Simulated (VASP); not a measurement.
Wanted: the native input for a VASP 6.6.1 run.

```yaml
Task: single point
Functional: LDA
Potentials_or_basis: VASP PAW LDA potentials, release 64 (Al, Co, Ru_pv)
Cutoff: 520 eV
k_mesh: 12 × 12 × 6
Occupations: gaussian, width 0.1 eV
Spin: no spin polarisation
Dipole_correction: no
Further_INCAR_settings: ALGO = Fast; EDIFF = 1e-07; NBANDS = 30
```

The structure of Al3Co2Ru lies in POSCAR:

```
Al3Co2Ru
1.0
    2.9139124931      0.0000000000      0.0000000000
    0.0000000000      2.9139124931      0.0000000000
    0.0000000000      0.0000000000      8.7060118323
Al Co Ru
3 2 1
Direct
    0.0000000000      0.0000000000      0.8259563453
    0.0000000000      0.0000000000      0.1740436547
    0.0000000000      0.0000000000      0.5000000000
    0.5000000000      0.5000000000      0.3396694641
    0.5000000000      0.5000000000      0.6603305359
    0.5000000000      0.5000000000      0.0000000000
```

These files were run (other wordings do the same):

INCAR

```
ALGO = Fast
EDIFF = 1E-7
ENCUT = 520
ISIF = 2
ISMEAR = 0
LASPH = True
LCHARG = False
LREAL = False
LWAVE = False
NBANDS = 30
NELM = 80
PREC = Accurate
SIGMA = 0.1
```

KPOINTS

```
k-points
0
Gamma
  12 12 6
```

Potentials or basis: VASP PAW LDA potentials, release 64 (Al, Co, Ru_pv).

Run with:

```bash
$ cat potpaw_LDA.64/Al/POTCAR potpaw_LDA.64/Co/POTCAR potpaw_LDA.64/Ru_pv/POTCAR > POTCAR
$ mpirun -np 1 vasp_std > vasp.out
```

Results of the run:

```yaml
Pressure: -10.5 GPa
Largest_force: 0.028 eV/Å
Band_gap_on_the_k_mesh: zero (an odd number of electrons rules out a gap without spin polarisation)
```

Caveat: the cell stands under tension; the run has no spin polarisation, though such a crystal can be magnetic.

Wall time 3.9 min on 1 thread of Intel(R) Xeon(R) Platinum 8488C (Sapphire Rapids), with other jobs on the host, peak memory 0.34 GiB.
